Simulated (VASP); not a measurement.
## Al12O: single point with PBE

The system is Al12O, a slab with vacuum.

```
Al O
1.0
     5.71352    0.00000    0.00000
     0.00000    5.71352    0.00000
     0.00000    0.00000   19.67470
Al O
12 1
Direct
  0.25000 0.25000 0.20331
  0.25000 0.75000 0.20331
  0.75000 0.25000 0.20331
  0.75000 0.75000 0.20331
  0.00000 0.00000 0.30927
  0.00000 0.50000 0.30927
  0.50000 0.00000 0.30927
  0.50000 0.50000 0.30927
  0.25000 0.25000 0.41549
  0.25000 0.75000 0.41549
  0.75000 0.25000 0.41549
  0.75000 0.75000 0.41549
  0.25000 0.33333 0.49632
```

| Item | Value |
| --- | --- |
| Program | VASP 6.6.1 |
| Task | single point |
| Functional | PBE |
| Potentials or basis | VASP PAW PBE potentials, release 64 (Al, O) |
| Cutoff | 520 eV |
| k mesh | 5 × 5 × 1 |
| Occupations | gaussian, width 0.1 eV |
| Spin | no spin polarisation |

The largest force is 1.071 eV/Å and the band gap on the k mesh is zero (band 21 reaches -0.37 eV, above the bottom of band 22 at -1.15 eV).

Forces in eV/Å, atoms in the order of the input:
```
Al   0.000  0.034  0.119
Al   0.000 -0.006  0.096
Al   0.000  0.016  0.105
Al   0.000 -0.026  0.000
Al  -0.020  0.063  0.002
Al   0.074 -0.013  0.020
Al   0.020  0.063  0.002
Al  -0.074 -0.013  0.020
Al   0.000 -0.518 -0.937
Al   0.000 -0.524  0.380
Al   0.000  0.019  0.083
Al   0.000  0.078  0.021
O    0.000  0.825  0.089
```

Levels at points of the mesh, in eV from the Fermi level:
| k point | band 17 | band 18 | band 19 | band 20 | band 21 | band 22 | band 23 | band 24 | band 25 | band 26 |
| --- | --- | --- | --- | --- | --- | --- | --- | --- | --- | --- |
| (0.00, 0.00, 0.00) | -1.59 | -1.44 | -0.70 | -0.67 | -0.35 | 0.02 | 0.03 | 0.07 | 0.63 | 0.76 |

Wall time 3.5 min on 1 thread of Intel(R) Xeon(R) 6975P-C (Granite Rapids) (shared host), peak memory 0.61 GiB.
